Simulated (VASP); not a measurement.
Wanted: the native input for a VASP 6.6.1 run.

| Property | Result |
| --- | --- |
| Task | single point |
| Functional | LDA |
| Potentials or basis | VASP PAW LDA potentials, release 64 (Pd, Au) |
| Cutoff | 500 eV |
| k mesh | 6 × 6 × 6 |
| Occupations | fermi-dirac, width 0.1 eV |
| Spin | no spin polarisation |
| Dipole correction | no |
| Further INCAR settings | ALGO = Normal; EDIFF = 1e-06; NBANDS = 30 |

The structure of PdAu3 lies in POSCAR:

```
PdAu3
1.0
    4.0710830000      0.0000000000      0.0000000000
    0.0000000000      4.0710830000      0.0000000000
    0.0000000000      0.0000000000      4.0710830000
Pd Au
1 3
Direct
    0.0000000000      0.0000000000      0.0000000000
    0.0000000000      0.5000000000      0.5000000000
    0.5000000000      0.0000000000      0.5000000000
    0.5000000000      0.5000000000      0.0000000000
```

One way to write it, as run:

INCAR

```
  PREC = Accurate
  ENCUT = 500
  EDIFF = 1E-6
  ISMEAR = -1
  SIGMA = 0.1
  LREAL = False
  LASPH = True
  NELM = 120
  ALGO = Normal
  ISIF = 2
  LWAVE = False
  LCHARG = False
  NBANDS = 30
  GGA_COMPAT = False
```

KPOINTS

```
regular mesh
0
Gamma
  6 6 6
```

Potentials or basis: VASP PAW LDA potentials, release 64 (Pd, Au).

Run with:

```bash
$ cat potpaw_LDA.64/Pd/POTCAR potpaw_LDA.64/Au/POTCAR > POTCAR
$ mpirun -np 1 vasp_std > vasp.out
```

It gave:

* Pressure: -9.7 GPa
* Band gap on the k mesh: zero (an odd number of electrons rules out a gap without spin polarisation)

Caveat: the cell stands under tension; spin-orbit coupling is left out, which moves the levels of the heavy elements.

It took 22 s on 1 thread of AMD EPYC 7R13 Processor (Zen 3) (shared host), peak memory 0.14 GiB.
